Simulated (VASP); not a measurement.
# GaN (P6_3mc) in VASP: a series of runs

GaN is run at these levels: r2SCAN, BLYP+D3(BJ); tasks: single point.

Everything below comes from runs of VASP 6.6.1. Logs are shortened: lines on timing, memory, paths and dates and some standing lists are left out, and cuts for length are marked.

**The experiment to reproduce.**

From “Studying electronic properties in GaN without electrical contacts using γ-γ vs e−-γ Perturbed Angular Correlations”, 2019, pmc:6823545, for a bulk crystal of GaN: band gap 3.503 ± 0.005 eV (direct).

The results are compared with them further down.

**1. The cell of the first run**

The structure is hexagonal, space group P6_3mc (No. 186). The conventional cell has a = 3.204 Å, b = 3.204 Å, c = 5.219 Å, α = 90.00°, β = 90.00°, γ = 120.00°. Ga (site symmetry 3m) has 4 N at 1.96 to 1.97 Å within 2.6 Å. Within 2.6 Å of N (site symmetry 3m) lie 4 Ga at 1.96 to 1.97 Å.

**2. Single point, r2SCAN (volume scaled by 1.02)**

POSCAR reads:

```
GaN
1.0
    3.2039092750      0.0000000001      0.0000000000
   -1.6019546376      2.7746668235      0.0000000000
    0.0000000000      0.0000000000      5.2187816418
Ga N
2 2
Direct
    0.3333333333      0.6666666667     -0.0008277438
    0.6666666667      0.3333333333      0.4991722562
    0.3333333333      0.6666666667      0.3758277438
    0.6666666667      0.3333333333      0.8758277438
```

INCAR.step1 reads:

```
PREC = Accurate
ENCUT = 520
ISMEAR = 0
SIGMA = 0.05
LREAL = False
LASPH = True
NELM = 100
NBANDS = 26
GGA = PE
ALGO = Normal
EDIFF = 1E-4
LWAVE = True
LCHARG = False
```

INCAR.step2 reads:

```
PREC = Accurate
ENCUT = 520
EDIFF = 1E-6
ISMEAR = 0
SIGMA = 0.05
LREAL = False
LASPH = True
NELM = 100
ALGO = Normal
ISIF = 2
LWAVE = False
LCHARG = True
METAGGA = R2SCAN
LMIXTAU = True
LELF = True
LVHAR = True
NBANDS = 26
ISTART = 1
```

KPOINTS reads:

```
regular mesh
0
Gamma
  8 8 6
```

Potentials or basis: VASP PAW PBE potentials, release 64 (Ga_d, N).

On the command line:

```
cat potpaw_PBE.64/Ga_d/POTCAR potpaw_PBE.64/N/POTCAR > POTCAR
cp INCAR.step1 INCAR
mpirun -np 1 vasp_std > vasp.out
cp INCAR.step2 INCAR
mpirun -np 1 vasp_std > vasp.out
```

OUTCAR:

```text
PREC = Accurate
   ENCUT = 520
   EDIFF = 1E-6
   ISMEAR = 0
   LREAL = False
   LASPH = True
   NELM = 100
   ISIF = 2
   METAGGA = R2SCAN
   ISTART = 1

 ion  position               nearest neighbor table
   1  0.333  0.667  0.999-   4 1.96   4 1.96   4 1.96   3 1.97
   2  0.667  0.333  0.499-   3 1.96   3 1.96   3 1.96   4 1.97
   3  0.333  0.667  0.376-   2 1.96   2 1.96   2 1.96   1 1.97
   4  0.667  0.333  0.876-   1 1.96   1 1.96   1 1.96   2 1.97

  LATTYP: Found a hexagonal cell.
 ALAT       =     3.2039092750
 C/A-ratio  =     1.6288793452

  Lattice vectors:

 A1 = (   3.2039092750,   0.0000000001,   0.0000000000)
 A2 = (  -1.6019546376,   2.7746668235,   0.0000000000)
 A3 = (   0.0000000000,   0.0000000000,   5.2187816418)

Analysis of symmetry for initial positions (statically):
=====================================================================
 Subroutine PRICEL returns:
 Original cell was already a primitive cell.

 Routine SETGRP: Setting up the symmetry group for a
 hexagonal supercell.

 Subroutine GETGRP returns: Found 12 space group operations
 (whereof  6 operations were pure point group operations)
 out of a pool of 24 trial point group operations.

The static configuration has the point symmetry C_3v.
 The point group associated with its full space group is C_6v.

Analysis of symmetry for dynamics (positions and initial velocities):
=====================================================================
 Subroutine PRICEL returns:
 Original cell was already a primitive cell.

 Routine SETGRP: Setting up the symmetry group for a
 hexagonal supercell.

 Subroutine GETGRP returns: Found 12 space group operations
 (whereof  6 operations were pure point group operations)
 out of a pool of 24 trial point group operations.

The dynamic configuration has the point symmetry C_3v.
 The point group associated with its full space group is C_6v.

 Subroutine INISYM returns: Found 12 space group operations
 (whereof  6 operations are pure point group operations),
 and found     1 'primitive' translations

----------------------------------------------------------------------------------------

                                     Primitive cell

  volume of cell :      46.3938

  direct lattice vectors                    reciprocal lattice vectors
[... 90 lines left out ...]
   NELM   =    100;   NELMIN=  2; NELMDL=  0     # of ELM steps
   EDIFF  = 0.1E-05   stopping-criterion for ELM
   LREAL  =      F    real-space projection
   EDIFFG = 0.1E-04   stopping-criterion for IOM
   NSW    =      0    number of steps for IOM
   IBRION =     -1    ionic relax: 0-MD 1-quasi-New 2-CG
   NFREE  =      0    steps in history (QN), initial steepest desc. (CG)
   ISIF   =      2    stress and relaxation
   ISYM   =      2    0-nonsym 1-usesym 2-fastsym
   POTIM  = 0.5000    time-step for ionic-motion
   TEBEG  =    0.0;   TEEND  =   0.0 temperature during run
   PSTRESS=    0.0 pullay stress
   NELECT =      36.0000    total number of electrons
   NUPDOWN=      -1.0000    fix difference up-down
   EMIN   =  10.00;   EMAX   =-10.00  energy-range for DOS
   EFERMI =   0.00;   METHOD = LEGACY
   ISMEAR =     0;   SIGMA  =   0.05  broadening in eV -4-tet -1-fermi 0-gaus
   EFERMI_NEDOS =   21; number of points for ismear=-14 and -15
   IALGO  =     38    algorithm
   IMIX   =      4    mixing-type and parameters
     AMIX     =   0.40;   BMIX     =  1.00
     AMIX_MAG =   1.60;   BMIX_MAG =  1.00
  volume/ion in A,a.u.               =      11.60        78.27
  Fermi-wavevector in a.u.,A,eV,Ry     =   1.504373  2.842853 30.791874  2.263139
  Thomas-Fermi vector in A             =   2.615361
   LORBIT       =      0    0 simple, 1 ext, 2 COOP (PROOUT), +10 PAW based schemes
   METAGGA = R2SCAN    functional components
   LHFCALC =     F    Hartree Fock is set to
   AEXX    =    0.0000 exact exchange contribution
   IVDW    =     0    specifies the selected vdW correction
   LEPSILON=     F    determine dielectric tensor
   LRPA    =     F    only Hartree local field effects (RPA)
 non-spin polarized calculation
 Gauss-broadening in eV      SIGMA  =   0.05
  energy-cutoff  :      520.00
  volume of cell :       46.39
 maximum number of plane-waves:      1270
 NGX is ok and might be reduce to    24
   NGX = 11   NGY = 11   NGZ = 19

 number of electron      35.9999963 magnetization

 Free energy of the ion-electron system (eV)
  ---------------------------------------------------
  ext. energy  EPLUGINS =         0.00000000
  ---------------------------------------------------
  free energy    TOTEN  =       -43.81653149 eV

  energy without entropy =      -43.81653149  energy(sigma->0) =      -43.81653149

 E-fermi :   5.0960     XC(G=0): -12.5474

 val. band max:        4.8893443357   @ k =   0.0000   0.0000   0.0000
 cond. band min:       7.0940715296   @ k =   0.0000   0.0000   0.0000
 fundamental gap:      2.2047271939
 Fermi energy:         5.0960479449

 k-point     1 :       0.0000    0.0000    0.0000
  band No.  band energies     occupation
      1     -11.7542      2.00000
      2     -10.8085      2.00000
      3      -8.9287      2.00000
      4      -8.9131      2.00000
      5      -8.9131      2.00000
      6      -8.8487      2.00000
[... 685 lines left out ...]
     25      16.8387      0.00000
     26      18.4618      0.00000

 [... further k-points ...]

------------------------ aborting loop because EDIFF is reached ----------------------------------------

  FORCE on cell =-STRESS in cart. coord.  units (eV):
  Direction    XX          YY          ZZ          XY          YZ          ZX
  --------------------------------------------------------------------------------------
  -------------------------------------------------------------------------------------
  Total       -0.7767511     -0.7767511     -0.7945263      0.0000000      0.0000000      0.0000000
  in kB      -26.8245411    -26.8245411    -27.4383952      0.0000000      0.0000000      0.0000000
  external PRESSURE =     -27.0291591 kB  Pullay stress =       0.0000000 kB

 VOLUME and BASIS-vectors are now :
 -----------------------------------------------------------------------------
  energy-cutoff  :      520.00
  volume of cell :       46.39
      direct lattice vectors                 reciprocal lattice vectors
     3.203909275  0.000000000  0.000000000     0.312118701  0.180201816  0.000000000
    -1.601954638  2.774666824  0.000000000    -0.000000000  0.360403632  0.000000000
     0.000000000  0.000000000  5.218781642     0.000000000  0.000000000  0.191615605

 POSITION                                       TOTAL-FORCE (eV/Angst)
 -----------------------------------------------------------------------------------
     -0.00000      1.84978      5.21446         0.000000      0.000000     -0.002837
      1.60195      0.92489      2.60507        -0.000000     -0.000000     -0.002837
     -0.00000      1.84978      1.96136        -0.000000     -0.000000      0.002837
      1.60195      0.92489      4.57075        -0.000000     -0.000000      0.002837
 -----------------------------------------------------------------------------------
    total drift:                                0.000002      0.000004      0.031315

  FREE ENERGIE OF THE ION-ELECTRON SYSTEM (eV)
  ---------------------------------------------------
  free  energy   TOTEN  =       -43.8165314913 eV

  energy  without entropy=      -43.8165314913  energy(sigma->0) =      -43.81653149
```

Run time: 1.8 min. Hardware: 1 thread of Intel Xeon Platinum 8259CL at 2.50GHz (Skylake/Cascade Lake), shared host; peak memory 0.19 GiB.

What came out:

- Free energy: -43.8165 eV
- Pressure: -2.7 GPa
- Band gap on the k mesh: 2.20 eV, direct

Forces in eV/Å, atoms in the order of the input:
```
Ga   0.000  0.000 -0.003
Ga   0.000  0.000 -0.003
N    0.000  0.000  0.003
N    0.000  0.000  0.003
```

Levels at points of the mesh, in eV from the valence-band top:
| k point | band 14 | band 15 | band 16 | band 17 | band 18 | band 19 | band 20 | band 21 | band 22 | band 23 |
| --- | --- | --- | --- | --- | --- | --- | --- | --- | --- | --- |
| (0.00, 0.00, 0.00) | -1.04 | -1.04 | -0.04 | 0.00 | 0.00 | 2.20 | 4.68 | 9.84 | 10.47 | 10.47 |
| (0.50, 0.00, 0.00) | -5.32 | -4.21 | -2.77 | -2.19 | -1.01 | 5.52 | 6.00 | 6.49 | 9.18 | 10.95 |
| (0.00, 0.00, 0.50) | -3.89 | -0.53 | -0.53 | -0.53 | -0.53 | 4.63 | 4.63 | 9.06 | 9.06 | 10.99 |
| (0.50, 0.00, 0.50) | -6.61 | -1.96 | -1.96 | -1.91 | -1.91 | 4.82 | 4.82 | 8.29 | 8.29 | 10.63 |

Caveat: the PAW data sets were made with another functional, which shifts forces and pressure a little.

**3. Single point, BLYP+D3(BJ)**

INCAR reads:

```
PREC = Accurate ; ENCUT = 910
EDIFF = 1E-6 ; ISMEAR = 0
SIGMA = 0.05 ; LREAL = F
LASPH = T ; NELM = 120
ALGO = Normal ; ISIF = 2
LWAVE = F ; LCHARG = F
GGA = B5 ; ALDAX = 1.0
AGGAX = 1.0 ; AGGAC = 1.0
ALDAC = 0.0 ; IVDW = 12
VDW_S6 = 1.0 ; VDW_S8 = 2.6996
VDW_A1 = 0.4298 ; VDW_A2 = 4.2359
NBANDS = 26 ; GGA_COMPAT = F
```

KPOINTS reads:

```
Automatic mesh
0
Gamma
  8 8 6
```

POSCAR reads:

```
GaN
1.0
    3.2011603146      0.0000000001      0.0000000000
   -1.6005801574      2.7722861539      0.0000000000
    0.0000000000      0.0000000000      5.2259522102
Ga N
2 2
Direct
    0.3333333333      0.6666666667     -0.0005890889
    0.6666666667      0.3333333333      0.4994109111
    0.3333333333      0.6666666667      0.3755890889
    0.6666666667      0.3333333333      0.8755890889
```

Potentials or basis: VASP PAW PBE potentials, release 64 (Ga_d, N_h).

On the command line:

```
cat potpaw_PBE.64/Ga_d/POTCAR potpaw_PBE.64/N_h/POTCAR > POTCAR
mpirun -np 1 vasp_std > vasp.out
```

Run time: 95 s. Hardware: 1 thread of Intel Xeon Platinum 8259CL at 2.50GHz (Skylake/Cascade Lake), shared host; peak memory 0.28 GiB.

The run converged. Its results:

* Free energy: -24.2075 eV
* Pressure: 1.6 GPa
* Largest force: 0.005 eV/Å
* Band gap on the k mesh: 1.88 eV, direct
* Dispersion energy per atom: -0.551 eV

Forces on the atoms (eV/Å):
```
Ga   0.000  0.000  0.005
Ga   0.000  0.000  0.005
N    0.000  0.000 -0.005
N    0.000  0.000 -0.005
```

Stress tensor (GPa, compression positive):
```
1.67 0.00 0.00
0.00 1.67 0.00
0.00 0.00 1.59
```

Levels at points of the mesh, in eV from the valence-band top:
```
           k point  band 15  band 16  band 17  band 18  band 19  band 20  band 21  band 22
(0.00, 0.00, 0.00)    -1.00    -0.05     0.00     0.00     1.88     4.21     9.19     9.84
(0.50, 0.00, 0.00)    -4.08    -2.65    -2.11    -0.97     5.18     5.49     6.13     8.41
(0.00, 0.00, 0.50)    -0.51    -0.51    -0.51    -0.51     4.19     4.19     8.47     8.47
(0.50, 0.00, 0.50)    -1.88    -1.88    -1.86    -1.86     4.49     4.49     7.68     7.68
```

Caveat: the cutoff is under 1.25 times the usual one of these potentials, so pressure, stress and relaxed cells hold a basis-set (Pulay) error; the PAW data sets were made with another functional, which shifts forces and pressure a little.

**4. Against experiment**

Step 3. A measured gap of GaN is 3.503 eV (direct; quoted in “Studying electronic properties in GaN without electrical contacts using γ-γ vs e−-γ Perturbed Angular Correlations”, 2019, pmc:6823545); the calculated 1.88 eV misses it by -1.62 eV. Spin-orbit coupling on Ga is left out. The value is that of BLYP+D3(BJ), without temperature or zero-point motion. Semilocal functionals fall short of measured gaps as a rule.
